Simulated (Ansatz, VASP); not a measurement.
One calculation of Na, two programs

```
Na
1.0
     2.94856    0.00000    0.00000
    -1.47428    2.55352    0.00000
     0.00000    0.00000    4.81546
Na
2
Direct
  0.33333 0.66667 0.25000
  0.66667 0.33333 0.75000
```

Alike in both runs: task single point; functional PBEsol; k mesh 6 × 6 × 4; occupations gaussian, width 0.1 eV; no spin polarisation.

```csv
,VASP,Ansatz
version,VASP 6.6.1,Ansatz 0.2.0
potentials or method,"VASP PAW PBE potentials, release 64 (Na_pv), cutoff 520 eV","scalar-relativistic, plane waves, PAW"
valence electrons in the cell,14,18
```

|  | VASP | Ansatz | Ansatz less VASP |
| --- | --- | --- | --- |
| gap on the k mesh at the Fermi level (eV) | none | none | - |
| pressure (GPa) | 20.0 | 20.0 | -0.09 |
| traceless stress, the component that is largest in VASP (GPa) | -1.61 | -1.61 | +0.005 |

VASP's potentials were made for PBE, not for PBEsol. A gap of «none» marks a metal or a gap that the smearing closes. VASP's potentials hold 14 valence electrons a cell and Ansatz's 18, so a difference there can come from the potentials and not from the codes.

The k mesh is coarse, so the values compare programs but aren't converged.
